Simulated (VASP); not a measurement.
Input of a VASP 6.6.1 run:

Contents of INCAR:

```
SYSTEM = ZrC
  PREC = Accurate
  ENCUT = 600
  EDIFF = 1E-6
  ISMEAR = -1
  SIGMA = 0.1
  LREAL = .FALSE.
  LASPH = .TRUE.
  NELM = 80
  ALGO = Normal
  ISIF = 3
  LWAVE = .FALSE.
  LCHARG = .FALSE.
  GGA = CA
  IBRION = 2
  NSW = 80
  EDIFFG = -0.01
```

Contents of KPOINTS:

```
regular mesh
0
G
  11 11 11
  0 0 0
```

The input POSCAR:

```
ZrC
1.0
    0.0000000000      2.3650000000      2.3650000000
    2.3650000000      0.0000000000      2.3650000000
    2.3650000000      2.3650000000      0.0000000000
Zr C
1 1
Direct
    0.5000000000      0.5000000000      0.5000000000
    0.0000000000      0.0000000000      0.0000000000
```

Potentials or basis: VASP PAW LDA potentials, release 64 (Zr_sv, C).

Run with:

```console
$ cat potpaw_LDA.64/Zr_sv/POTCAR potpaw_LDA.64/C/POTCAR > POTCAR
$ mpirun -np 1 vasp_std > vasp.out
```

Problem. Predict the space group after relaxing (to 0.1 Å).

Solution. Fm-3m (No. 225).

Problem. Predict the relaxed cell.

Solution. a = 3.285 Å, b = 3.285 Å, c = 3.285 Å, α = 60.00°, β = 60.00°, γ = 60.00°.

Problem. What does it give for the relaxed volume?

Solution. 12.53 Å³/atom.

Final structure:
```
Zr C
1.0
     0.00000    2.32273    2.32273
     2.32273    0.00000    2.32273
     2.32273    2.32273    0.00000
Zr C
1 1
Direct
  0.50000 0.50000 0.50000
  0.00000 0.00000 0.00000
```

LDA usually gives volumes a few per cent too small. Zero-point motion and thermal expansion aren't in these numbers.
